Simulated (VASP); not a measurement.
Input of a VASP 6.6.1 run:

File INCAR:

```
SYSTEM = Li2Se
PREC = Accurate ; ENCUT = 750
EDIFF = 1E-6 ; ISMEAR = 0
SIGMA = 0.01 ; LREAL = .FALSE.
LASPH = .TRUE. ; NELM = 120
ALGO = Normal ; ISIF = 2
LWAVE = .FALSE. ; LCHARG = .FALSE.
GGA = PE ; NBANDS = 13
GGA_COMPAT = .FALSE.
```

File KPOINTS:

```
regular mesh
0
G
  6 6 6
  0 0 0
```

File POSCAR:

```
Li2Se
1.0
    0.0000000000      3.0613874993      3.0613874993
    3.0613874993      0.0000000000      3.0613874993
    3.0613874993      3.0613874993      0.0000000000
Li Se
2 1
Direct
    0.2500000000      0.2500000000      0.2500000000
    0.7500000000      0.7500000000      0.7500000000
    0.0000000000      0.0000000000      0.0000000000
```

Potentials or basis: VASP PAW PBE potentials, release 64 (Li_sv, Se).

The run is started by

```sh
$ cat potpaw_PBE.64/Li_sv/POTCAR potpaw_PBE.64/Se/POTCAR > POTCAR
$ mpirun -np 1 vasp_std > vasp.out
```

Problem. Predict the pressure.

Solution. -1.8 GPa.

Problem. What does it give for the band gap on the k mesh?

Solution. 3.02 eV (least direct gap 3.15 eV).

A k mesh can miss the band edges. A hybrid or GW would open this gap; PBE tends to underestimate it.
